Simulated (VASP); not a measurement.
# LiAl32 (a cell with a defect) in VASP: single point with PBE+D3(BJ)

Aim: the single point of LiAl32 (a cell with a defect) with PBE+D3(BJ).

Everything below comes from runs of VASP 6.6.1. Logs are shortened: lines on timing, memory, paths and dates and some standing lists are left out, and cuts for length are marked.

## Step 1: The cell of the first run

The cell holds a defect, 33 atoms: a = 8.100 Å, b = 8.100 Å, c = 8.100 Å, α = 90.00°, β = 90.00°, γ = 90.00°.

## Step 2: Single point, PBE+D3(BJ)

File INCAR:

```
SYSTEM = LiAl32
  PREC = Accurate
  ENCUT = 520
  EDIFF = 1E-6
  ISMEAR = 0
  SIGMA = 0.15
  LREAL = Auto
  LASPH = .True.
  NELM = 80
  ALGO = Normal
  ISIF = 2
  LWAVE = .False.
  LCHARG = .True.
  GGA = PE
  IVDW = 12
  LELF = .True.
  LVHAR = .True.
  NBANDS = 72
```

File KPOINTS:

```
Automatic mesh
0
Gamma
  2 2 2
  0 0 0
```

File POSCAR:

```
LiAl32
1.0
    8.1000000000      0.0000000000      0.0000000000
    0.0000000000      8.1000000000      0.0000000000
    0.0000000000      0.0000000000      8.1000000000
Al Li
32 1
Direct
    0.5334109877     -0.0672564198     -0.0003791358
    0.7368703704      0.2371686420      0.0000788889
    0.7536869136     -0.0030865432      0.2542703704
    0.0037835802      0.0033503704      0.0001108642
    0.2478940741      0.3723030864     -0.0001890123
    0.5317175309      0.5259820988      0.0000172840
    0.7839624691      0.7508365432      0.0001232099
    0.2473813580     -0.0119764198      0.2710627160
    0.4912370370      0.2469803704      0.2447566667
    0.7485902469      0.4948328395      0.2582109877
    0.5085828395      0.0016374074      0.5001472840
    0.7523187654      0.2464948148      0.5001135802
    0.7537544444     -0.0029941975      0.7457625926
   -0.0367741975      0.4940323457      0.0000888889
    0.2408507407      0.7367851852      0.0001295062
    0.0030003704      0.2504209877      0.2478408642
    0.2478401235      0.5122414815      0.2814406173
    0.5056770370      0.7412539506      0.2707495062
   -0.0069661728      0.0000262963      0.5001224691
    0.2435676543      0.2477222222      0.5001488889
    0.5051813580      0.4865293827      0.4999985185
    0.7553444444      0.7453223457      0.4999869136
    0.2477362963     -0.0119932099      0.7295419753
    0.4910643210      0.2470353086      0.7556709877
    0.7486880247      0.4947977778      0.7418588889
   -0.0007733333      0.7469293827      0.2573550617
   -0.0084417284      0.4986032099      0.4999838272
    0.2480767901      0.7550865432      0.5000502469
    0.0029562963      0.2504276543      0.7523141975
    0.2477888889      0.5124167901      0.7184525926
    0.5057918519      0.7409732099      0.7290522222
   -0.0008081481      0.7469932099      0.7427690123
    0.3038170370      0.0978230864      0.0004323457
```

Potentials or basis: VASP PAW PBE potentials, release 64 (Al, Li_sv).

Command:

```console
cat potpaw_PBE.64/Al/POTCAR potpaw_PBE.64/Li_sv/POTCAR > POTCAR
mpirun -np 1 vasp_std > vasp.out
```

OUTCAR:

```text
SYSTEM = LiAl32
   PREC = Accurate
   ENCUT = 520
   EDIFF = 1E-6
   ISMEAR = 0
   LREAL = Auto
   LASPH = .True.
   NELM = 80
   ISIF = 2
   GGA = PE
   IVDW = 12
 IVDW          = 12

 ion  position               nearest neighbor table
   1  0.533  0.933  1.000-  33 2.29   7 2.51  31 2.70  18 2.70  13 2.77   3 2.78  15 2.85   2 2.97
                            23 3.22   8 3.23  24 3.24   9 3.25   6 3.29
   2  0.737  0.237  0.000-  14 2.77  24 2.81   9 2.81   3 2.84  13 2.84   6 2.87   4 2.87  29 2.95
                            16 2.95  10 2.96  25 2.96   1 2.97
   3  0.754  0.997  0.254-   1 2.78  19 2.78  11 2.81   2 2.84  12 2.84  26 2.84  22 2.85   7 2.88
                            16 2.88  18 2.89   4 2.89   9 2.94
   4  0.004  0.003  0.000-  33 2.55   7 2.71  16 2.83  29 2.83   2 2.87   3 2.89  13 2.89  15 2.89
                            26 2.94  32 2.94  23 2.95   8 2.95
   5  0.248  0.372  1.000-  33 2.27  14 2.51  30 2.55  17 2.55   6 2.61  15 2.95  24 2.97   9 2.98
                            29 2.99  16 2.99
   6  0.532  0.526  0.000-   5 2.61   7 2.74  10 2.74  25 2.74  31 2.81  18 2.81   2 2.87  15 2.91
                            24 3.02   9 3.02  17 3.24  30 3.24   1 3.29
   7  0.784  0.751  0.000-   1 2.51  14 2.54   4 2.71  26 2.72  32 2.72   6 2.74   3 2.88  13 2.88
                            10 2.96  25 2.96  18 3.15  31 3.15
   8  0.247  0.988  0.271-  33 2.41  28 2.65  19 2.77  26 2.80  20 2.81  11 2.82   9 2.89  18 2.89
                            16 2.91   4 2.95  15 2.99   1 3.23
   9  0.491  0.247  0.245-  33 2.77   2 2.81  21 2.84  11 2.87  20 2.88   8 2.89  10 2.90  17 2.93
                             3 2.94  12 2.96   5 2.98   6 3.02   1 3.25
  10  0.749  0.495  0.258-  14 2.72   6 2.74  27 2.78  21 2.78  18 2.80  12 2.81  22 2.82  16 2.86
                            26 2.88   9 2.90   2 2.96   7 2.96
  11  0.509  0.002  0.500-  12 2.80  31 2.81  18 2.81  13 2.81   3 2.81  23 2.82   8 2.82   9 2.87
                            24 2.87  22 2.88  28 2.91  20 2.93
  12  0.752  0.246  0.500-  19 2.79  21 2.79  11 2.80  25 2.81  10 2.81  27 2.82  13 2.84   3 2.84
                            29 2.88  16 2.88   9 2.96  24 2.96
  13  0.754  0.997  0.746-   1 2.77  19 2.78  11 2.81  12 2.84   2 2.84  32 2.84  22 2.85   7 2.88
                            29 2.88   4 2.89  31 2.89  24 2.94
  14  0.963  0.494  0.000-   5 2.51   7 2.54  10 2.72  25 2.72   2 2.77  16 2.83  29 2.83  26 2.94
                            32 2.94  15 2.99  17 3.25  30 3.25
  15  0.241  0.737  0.000-   1 2.85  26 2.86  32 2.86   4 2.89   6 2.91  17 2.92  30 2.92   5 2.95
                            33 2.97  14 2.99  23 2.99   8 2.99  18 3.07  31 3.07
  16  0.003  0.250  0.248-  20 2.82  14 2.83   4 2.83  10 2.86  27 2.87  19 2.88   3 2.88  12 2.88
                             8 2.91  17 2.92   2 2.95   5 2.99
  17  0.248  0.512  0.281-   5 2.55  28 2.65  27 2.73  21 2.74  26 2.78  20 2.78  18 2.79  15 2.92
                            16 2.92   9 2.93   6 3.24  14 3.25
  18  0.506  0.741  0.271-   1 2.70  22 2.75  21 2.78  17 2.79  28 2.80  10 2.80   6 2.81  11 2.81
                             3 2.89   8 2.89  15 3.07   7 3.15
  19  0.993  0.000  0.500-   8 2.77  13 2.78  23 2.78   3 2.78  12 2.79  22 2.82  32 2.84  26 2.84
                            20 2.85  28 2.86  29 2.88  16 2.88
  20  0.244  0.248  0.500-  30 2.78  17 2.78   8 2.81  23 2.81  29 2.82  16 2.82  19 2.85  21 2.87
                            27 2.88  24 2.88   9 2.88  11 2.93
  21  0.505  0.487  0.500-  30 2.74  17 2.74  31 2.77  18 2.78  10 2.78  25 2.78  12 2.79   9 2.84
                            24 2.84  20 2.87  22 2.92  28 3.01
  22  0.755  0.745  0.500-  31 2.74  18 2.75  27 2.77  26 2.79  32 2.79  10 2.82  25 2.82  19 2.82
                             3 2.85  13 2.85  11 2.88  21 2.92
  23  0.248  0.988  0.730-  33 2.41  28 2.65  19 2.78  32 2.81  20 2.81  11 2.82  24 2.89  31 2.89
                            29 2.91   4 2.95  15 2.99   1 3.22
  24  0.491  0.247  0.756-  33 2.77   2 2.81  21 2.84  11 2.87  20 2.88  23 2.89  25 2.90  30 2.93
[... 4 lines left out ...]
                            15 2.86  10 2.88  14 2.94   4 2.94
  27  0.992  0.499  0.500-  30 2.73  17 2.73  22 2.77  10 2.78  25 2.78  26 2.81  32 2.81  12 2.82
                            16 2.87  29 2.87  20 2.88  28 2.94
  28  0.248  0.755  0.500-  30 2.64   8 2.65  17 2.65  23 2.65  31 2.79  18 2.80  26 2.82  32 2.82
                            19 2.86  11 2.91  27 2.94  21 3.01
  29  0.003  0.250  0.752-  20 2.82  14 2.83   4 2.83  25 2.86  27 2.87  13 2.88  19 2.88  12 2.88
                            23 2.91  30 2.92   2 2.95   5 2.99
  30  0.248  0.512  0.718-   5 2.55  28 2.64  27 2.73  21 2.74  32 2.78  20 2.78  31 2.79  29 2.92
                            15 2.92  24 2.93   6 3.24  14 3.25
  31  0.506  0.741  0.729-   1 2.70  22 2.74  21 2.77  30 2.79  28 2.79  25 2.80   6 2.81  11 2.81
                            13 2.89  23 2.89  15 3.07   7 3.15
  32  0.999  0.747  0.743-   7 2.72  30 2.78  22 2.79  23 2.81  27 2.81  28 2.82  13 2.84  19 2.84
                            15 2.86  25 2.88  14 2.94   4 2.94
  33  0.304  0.098  0.000-   5 2.27   1 2.29   8 2.41  23 2.41   4 2.55   9 2.77  24 2.77  15 2.97

  LATTYP: Found a simple cubic cell.
 ALAT       =     8.1000000000

  Lattice vectors:

 A1 = (   8.1000000000,   0.0000000000,   0.0000000000)
 A2 = (   0.0000000000,   8.1000000000,   0.0000000000)
 A3 = (   0.0000000000,   0.0000000000,   8.1000000000)

Analysis of symmetry for initial positions (statically):
=====================================================================
 Subroutine PRICEL returns:
 Original cell was already a primitive cell.
[... 143 lines left out ...]
  0.000000  0.500000  0.000000      1.000000
  0.000000  0.000000  0.500000      1.000000
  0.500000  0.500000  0.000000      1.000000
  0.000000  0.500000  0.500000      1.000000
  0.500000  0.000000  0.500000      1.000000
  0.500000  0.500000  0.500000      1.000000
   k-points           NKPTS =      8   k-points in BZ     NKDIM =      8   number of bands    NBANDS=     72
   number of dos      NEDOS =    301   number of ions     NIONS =     33
   total plane-waves  NPLWV = 216000
   dimension x,y,z NGX =    60 NGY =   60 NGZ =   60
   dimension x,y,z NGXF=   120 NGYF=  120 NGZF=  120
   ions per type =              32   1
   NGX,Y,Z   is equivalent  to a cutoff of  12.31, 12.31, 12.31 a.u.
   NGXF,Y,Z  is equivalent  to a cutoff of  24.63, 24.63, 24.63 a.u.
 SYSTEM =  LiAl32
   PREC   = accura    normal or accurate (medium, high low for compatibility)
   ISTART =      0    job   : 0-new  1-cont  2-samecut
   ICHARG =      2    charge: 1-file 2-atom 10-const
   ISPIN  =      1    spin polarized calculation?
   LNONCOLLINEAR =      F non collinear calculations
   LSORBIT =      F    spin-orbit coupling
   LASPH  =      T    aspherical Exc in radial PAW
   ENCUT  =  520.0 eV  38.22 Ry    6.18 a.u.  15.06 15.06 15.06*2*pi/ulx,y,z
   NELM   =     80;   NELMIN=  2; NELMDL= -5     # of ELM steps
   EDIFF  = 0.1E-05   stopping-criterion for ELM
   LREAL  =      T    real-space projection
   EDIFFG = 0.1E-04   stopping-criterion for IOM
   NSW    =      0    number of steps for IOM
   IBRION =     -1    ionic relax: 0-MD 1-quasi-New 2-CG
   NFREE  =      0    steps in history (QN), initial steepest desc. (CG)
   ISIF   =      2    stress and relaxation
   ISYM   =      2    0-nonsym 1-usesym 2-fastsym
   POTIM  = 0.5000    time-step for ionic-motion
   TEBEG  =    0.0;   TEEND  =   0.0 temperature during run
   PSTRESS=    0.0 pullay stress
   NELECT =      99.0000    total number of electrons
   NUPDOWN=      -1.0000    fix difference up-down
   EMIN   =  10.00;   EMAX   =-10.00  energy-range for DOS
   EFERMI =   0.00;   METHOD = LEGACY
   ISMEAR =     0;   SIGMA  =   0.15  broadening in eV -4-tet -1-fermi 0-gaus
   EFERMI_NEDOS =   21; number of points for ismear=-14 and -15
   IALGO  =     38    algorithm
   IMIX   =      4    mixing-type and parameters
     AMIX     =   0.40;   BMIX     =  1.00
     AMIX_MAG =   1.60;   BMIX_MAG =  1.00
  volume/ion in A,a.u.               =      16.10       108.68
  Fermi-wavevector in a.u.,A,eV,Ry     =   0.934978  1.766853 11.894002  0.874184
  Thomas-Fermi vector in A             =   2.061839
   LORBIT       =      0    0 simple, 1 ext, 2 COOP (PROOUT), +10 PAW based schemes
   GGA     = PE    functional components
   LHFCALC =     F    Hartree Fock is set to
   AEXX    =    0.0000 exact exchange contribution
   IVDW    =    12    specifies the selected vdW correction
   LEPSILON=     F    determine dielectric tensor
   LRPA    =     F    only Hartree local field effects (RPA)
 non-spin polarized calculation
 Gauss-broadening in eV      SIGMA  =   0.15
  energy-cutoff  :      520.00
  volume of cell :      531.44
 maximum number of plane-waves:     14400
   NGX = 31   NGY = 31   NGZ = 31

 number of electron      99.0000001 magnetization

 Free energy of the ion-electron system (eV)
  ---------------------------------------------------
  ext. energy  EPLUGINS =         0.00000000
  ---------------------------------------------------
  free energy    TOTEN  =      -119.70689729 eV

  energy without entropy =     -119.56669779  energy(sigma->0) =     -119.63679754

 E-fermi :   7.7105     XC(G=0): -10.2107

 val. band max:        7.7068086812   @ k =   0.0000   0.5000   0.0000
 cond. band min:       7.7117853318   @ k =   0.5000   0.0000   0.0000
 fundamental gap:      0.0049766506
 Fermi energy:         7.7105085293

 k-point     1 :       0.0000    0.0000    0.0000
  band No.  band energies     occupation
      1     -38.1413      2.00000
      2      -3.1511      2.00000
      3      -1.1311      2.00000
      4      -1.0415      2.00000
      5      -0.9051      2.00000
      6      -0.8768      2.00000
[... 501 lines left out ...]
     60      11.0061      0.00000
     61      11.1075      0.00000
 [bands above 61 left out]

------------------------ aborting loop because EDIFF is reached ----------------------------------------

 Edisp (eV)  -11.22271

 E8    (eV) :    -5.0139

  FORCE on cell =-STRESS in cart. coord.  units (eV):
  Direction    XX          YY          ZZ          XY          YZ          ZX
  --------------------------------------------------------------------------------------
  -------------------------------------------------------------------------------------
  Total      -0.63062     0.55356     0.30470    -3.40361    -0.00480    -0.02462
  in kB      -1.90117     1.66885     0.91859   -10.26113    -0.01448    -0.07422
  external pressure =        0.23 kB  Pullay stress =        0.00 kB

 VOLUME and BASIS-vectors are now :
 -----------------------------------------------------------------------------
  energy-cutoff  :      520.00
  volume of cell :      531.44
      direct lattice vectors                 reciprocal lattice vectors
     8.100000000  0.000000000  0.000000000     0.123456790  0.000000000  0.000000000
     0.000000000  8.100000000  0.000000000     0.000000000  0.123456790  0.000000000
     0.000000000  0.000000000  8.100000000     0.000000000  0.000000000  0.123456790

 POSITION                                       TOTAL-FORCE (eV/Angst)
 -----------------------------------------------------------------------------------
      4.32063      7.55522      8.09693         0.050191      0.192552      0.000852
      5.96865      1.92107      0.00064         0.049811      0.026961      0.000081
      6.10486      8.07500      2.05959         0.009606      0.007807      0.013931
      0.03065      0.02714      0.00090        -0.077540     -0.061230     -0.000360
      2.00794      3.01565      8.09847         0.080463      0.073018      0.003088
      4.30691      4.26046      0.00014         0.034621      0.006768     -0.000112
[... 25 lines left out ...]
      8.09345      6.05065      6.01643        -0.011042     -0.015429      0.013622
      2.46092      0.79237      0.00350        -0.301095     -0.106187      0.002766
 -----------------------------------------------------------------------------------
    total drift:                                0.005868      0.011530      0.001260

  FREE ENERGIE OF THE ION-ELECTRON SYSTEM (eV)
  ---------------------------------------------------
  free  energy   TOTEN  =      -130.9296034782 eV

  energy  without entropy=     -130.7894039708  energy(sigma->0) =     -130.85950372
```

It took 10 min on 1 thread of Intel Xeon 8259CL, shared host; peak memory 0.57 GiB.

What came out:

```
Free energy                : -130.9296 eV
Largest force              : 0.319 eV/Å
Band gap on the k mesh     : zero (an odd number of electrons rules out a gap without spin polarisation)
Dispersion energy per atom : -0.340 eV
```

Forces in eV/Å, atoms in the order of the input:
```
Al   0.050  0.193  0.001
Al   0.050  0.027  0.000
Al   0.010  0.008  0.014
Al  -0.078 -0.061  0.000
Al   0.080  0.073  0.003
Al   0.035  0.007  0.000
Al  -0.073 -0.028  0.000
Al  -0.010 -0.031  0.048
Al  -0.018 -0.029 -0.059
Al   0.008 -0.010 -0.005
Al   0.003 -0.003 -0.002
Al   0.006 -0.002 -0.002
Al   0.011  0.006 -0.013
Al   0.052  0.033 -0.001
Al   0.067  0.047 -0.001
Al   0.035 -0.007 -0.022
Al   0.010  0.007  0.004
Al   0.016  0.015 -0.047
Al  -0.007 -0.009  0.002
Al   0.018  0.003  0.000
Al   0.011  0.001  0.000
Al  -0.007 -0.009  0.000
Al  -0.014 -0.034 -0.053
Al  -0.016 -0.026  0.057
Al   0.009 -0.010  0.006
Al  -0.012 -0.016 -0.014
Al   0.002 -0.013  0.001
Al   0.013 -0.023  0.001
Al   0.037 -0.008  0.023
Al   0.010  0.005 -0.005
Al   0.016  0.017  0.048
Al  -0.011 -0.015  0.014
Li  -0.301 -0.106  0.003
```

Caveat: the k points lie up to 0.39 Å⁻¹ apart, too coarse for converged energies and pressures of a metal; the cutoff is under 1.25 times the usual one of these potentials, so pressure, stress and relaxed cells hold a basis-set (Pulay) error.
